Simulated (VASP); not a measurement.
# SbMo (rocksalt type) (Fm-3m) in VASP: a series of runs, part 2 of 2

VASP 6.6.1. The steps go on from the part before.

## (4) Single point, PBE, non-collinear spin, zero start, spin-orbit coupling

File INCAR:

```
SYSTEM = SbMo
PREC     = Accurate       ! precision mode
ENCUT    = 520            ! plane-wave cutoff, eV
EDIFF    = 1E-6           ! SCF threshold, eV
ISMEAR   = -1             ! smearing method
SIGMA    = 0.03           ! smearing width, eV
LREAL    = .False.        ! projectors in reciprocal space
LASPH    = .True.         ! aspherical terms in the spheres
NELM     = 150            ! most SCF steps
ALGO     = Normal         ! electronic algorithm
ISIF     = 2              ! what is computed and relaxed
LWAVE    = .False.        ! write WAVECAR
LCHARG   = .False.        ! write CHGCAR
MAGMOM   = 0 0 0 0 0 0    ! initial moments
LORBIT   = 11             ! projections on sites
LSORBIT  = .True.         ! spin-orbit coupling
GGA_COMPAT= .False.      
LORBMOM  = .True.       
LMAXMIX  = 4              ! l up to which the mixer works
GGA      = PE             ! functional
NBANDS   = 31             ! bands
```

File KPOINTS:

```
regular mesh
0
Gamma
  10 10 10
  0 0 0
```

File POSCAR:

```
SbMo
1.0
    0.0000000000      2.7602407532      2.7602407532
    2.7602407532      0.0000000000      2.7602407532
    2.7602407532      2.7602407532      0.0000000000
Mo Sb
1 1
Direct
    0.0000000000      0.0000000000      0.0000000000
    0.5000000000      0.5000000000      0.5000000000
```

Potentials or basis: VASP PAW PBE potentials, release 64 (Mo_sv, Sb).

Launch:

```bash
cat potpaw_PBE.64/Mo_sv/POTCAR potpaw_PBE.64/Sb/POTCAR > POTCAR
mpirun -np 1 vasp_ncl > vasp.out
```

OUTCAR:

```text
SYSTEM = SbMo
   PREC = Accurate
   ENCUT = 520
   EDIFF = 1E-6
   ISMEAR = -1
   LREAL = .False.
   LASPH = .True.
   NELM = 150
   ISIF = 2
   LORBIT = 11
   LSORBIT = .True.
   GGA = PE

 ion  position               nearest neighbor table
   1  0.000  0.000  0.000-   2 2.76   2 2.76   2 2.76   2 2.76   2 2.76   2 2.76
   2  0.500  0.500  0.500-   1 2.76   1 2.76   1 2.76   1 2.76   1 2.76   1 2.76

  LATTYP: Found a face centered cubic cell.
 ALAT       =     5.5204815064

  Lattice vectors:

 A1 = (   0.0000000000,   2.7602407532,   2.7602407532)
 A2 = (   2.7602407532,   0.0000000000,   2.7602407532)
 A3 = (   2.7602407532,   2.7602407532,   0.0000000000)

Analysis of symmetry for initial positions (statically):
=====================================================================
 Subroutine PRICEL returns:
 Original cell was already a primitive cell.

 Routine SETGRP: Setting up the symmetry group for a
 face centered cubic supercell.

 Subroutine GETGRP returns: Found 48 space group operations
 (whereof 48 operations were pure point group operations)
 out of a pool of 48 trial point group operations.

The static configuration has the point symmetry O_h .

Analysis of symmetry for dynamics (positions and initial velocities):
[... 1077 lines left out ...]
     0.0000000     0.0000000     0.0000000     0.0000000     0.0000000     0.0000000     0.0000000
     0.0000000     0.0000000     0.0000000     0.0000000     0.0000000     0.0000000     0.0000000
     0.0000000     0.0000000     0.0000000     0.0000000     0.0000000     0.0000000     0.0000000
     0.0000000     0.0000000     0.0000000     0.0000000     0.0000000     0.0000000     0.0000000

 Ion:    2  E_soc:     -0.1216262
 l=   1
     0.0000000    -0.0200178    -0.0200178
    -0.0200178     0.0000000    -0.0200178
    -0.0200178    -0.0200178     0.0000000
 l=   2
     0.0000000    -0.0000608     0.0000000    -0.0000608    -0.0001924
    -0.0000608     0.0000000    -0.0001443    -0.0000608    -0.0000481
     0.0000000    -0.0001443     0.0000000    -0.0001443     0.0000000
    -0.0000608    -0.0000608    -0.0001443     0.0000000    -0.0000481
    -0.0001924    -0.0000481     0.0000000    -0.0000481     0.0000000
 l=   3
     0.0000000     0.0000000     0.0000000     0.0000000     0.0000000     0.0000000     0.0000000
     0.0000000     0.0000000     0.0000000     0.0000000     0.0000000     0.0000000     0.0000000
     0.0000000     0.0000000     0.0000000     0.0000000     0.0000000     0.0000000     0.0000000
     0.0000000     0.0000000     0.0000000     0.0000000     0.0000000     0.0000000     0.0000000
     0.0000000     0.0000000     0.0000000     0.0000000     0.0000000     0.0000000     0.0000000
     0.0000000     0.0000000     0.0000000     0.0000000     0.0000000     0.0000000     0.0000000
     0.0000000     0.0000000     0.0000000     0.0000000     0.0000000     0.0000000     0.0000000

 total charge

# of ion       s       p       d       tot
------------------------------------------
    1        2.217   6.092   4.094  12.403
    2        1.103   1.353   0.075   2.531
--------------------------------------------------
tot          3.320   7.445   4.169  14.934

 magnetization (x)

# of ion       s       p       d       tot
------------------------------------------
    1       -0.000   0.000   0.000   0.000
    2       -0.000  -0.000   0.000  -0.000
--------------------------------------------------
tot         -0.000  -0.000   0.000  -0.000

 magnetization (y)

# of ion       s       p       d       tot
------------------------------------------
    1       -0.000  -0.000   0.000   0.000
    2        0.000   0.000   0.000   0.000
--------------------------------------------------
tot         -0.000   0.000   0.000   0.000

 magnetization (z)

# of ion       s       p       d       tot
------------------------------------------
    1        0.000   0.000  -0.000  -0.000
    2       -0.000   0.000  -0.000   0.000
--------------------------------------------------
tot          0.000   0.000  -0.000   0.000
```

Wall time 3.6 min (1 thread of Intel Xeon 8259CL, shared host); peak memory 0.33 GiB.

Results:

* Free energy: -13.6372 eV
* Pressure: 0.0 GPa
* Net moment: 0.00 μB per cell
* Valence electrons inside the program's atomic spheres: Mo 12.40; Sb 2.53

Moments on the atoms (μB; x, y, z):
```
Mo  0.00 0.00 0.00
Sb  0.00 0.00 0.00
```

## (5) Summary

| task | spin | cell | cutoff (eV) | gap on the mesh (eV) | pressure (GPa) |
| --- | --- | --- | --- | --- | --- |
| single point | off | a = 3.904 Å, angles 60.0°, 2 atoms | 520 | none | -0.1 |
| relaxation of cell and atoms | off | relaxed from a = 3.958 Å, angles 60.0°, 2 atoms | 600 | none | 0.0 |
| single point | non-collinear, zero start, SOC | a = 3.904 Å, angles 60.0°, 2 atoms | 520 | - | 0.0 |

Alike in all rows: level PBE; potentials or basis VASP PAW PBE potentials, release 64 (Mo_sv, Sb); k mesh 10 × 10 × 10; smearing fermi-dirac 0.03 eV.

Caveats: spin-orbit coupling is left out, which moves the levels of the heavy elements (at least some runs).

Total energies depend on the potentials used, so only differences within one code and one set of settings carry meaning.
